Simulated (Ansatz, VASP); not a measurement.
# SnTe in VASP and in Ansatz

File INCAR:

```
ALGO = Normal
EDIFF = 1E-7
ENCUT = 520
GGA = PE
ISIF = 2
ISMEAR = 0
LASPH = True
LCHARG = False
LREAL = False
LWAVE = False
NBANDS = 17
NELM = 100
PREC = Accurate
SIGMA = 0.01
```

KPOINTS

```
k-points
0
Gamma
  10 10 10
```

Contents of POSCAR:

```
SnTe
1.0
    0.0000000000      3.1740960882      3.1740960882
    3.1740960882      0.0000000000      3.1740960882
    3.1740960882      3.1740960882      0.0000000000
Sn Te
1 1
Direct
    0.0000000000      0.0000000000      0.0000000000
    0.5000000000      0.5000000000      0.5000000000
```

Input for Ansatz:

```yaml
crystal:
  lattice:
    - [0.0, 3.1740960882, 3.1740960882]
    - [3.1740960882, 0.0, 3.1740960882]
    - [3.1740960882, 3.1740960882, 0.0]
  atoms:
    - { symbol: Sn, position: [0.0, 0.0, 0.0] }
    - { symbol: Te, position: [0.5, 0.5, 0.5] }
basis:
  ecutwfc: 420
kpoints:
  mp_grid: { grid: [10, 10, 10] }
hamiltonian:
  xc: pbe
scf:
  occupations: { method: gaussian, width: 0.01 }
output:
  forces: true
  stress: true
  eigenvalues: true
```

Alike in both runs: task single point; functional PBE; k mesh 10 × 10 × 10; occupations gaussian, width 0.01 eV; no spin polarisation.

|  | VASP | Ansatz |
| --- | --- | --- |
| version | VASP 6.6.1 | Ansatz 0.2.0 |
| potentials or method | VASP PAW PBE potentials, release 64 (Sn_d, Te), cutoff 520 eV | scalar-relativistic, plane waves, PAW |
| valence electrons in the cell | 20 | 30 |

|  | VASP | Ansatz | Ansatz less VASP |
| --- | --- | --- | --- |
| gap on the k mesh at the Fermi level (eV) | 0.03 | 0.03 | -0.001 |
| least direct gap on the mesh (eV) | 0.03 | 0.03 | -0.001 |
| pressure (GPa) | 1.2 | 1.2 | +0.02 |

With one functional, cell and mesh, what is left measures potentials, basis and numerics. VASP's potentials hold 20 valence electrons a cell and Ansatz's 30, so a difference there can come from the potentials and not from the codes.

Neither program's run includes spin-orbit coupling.
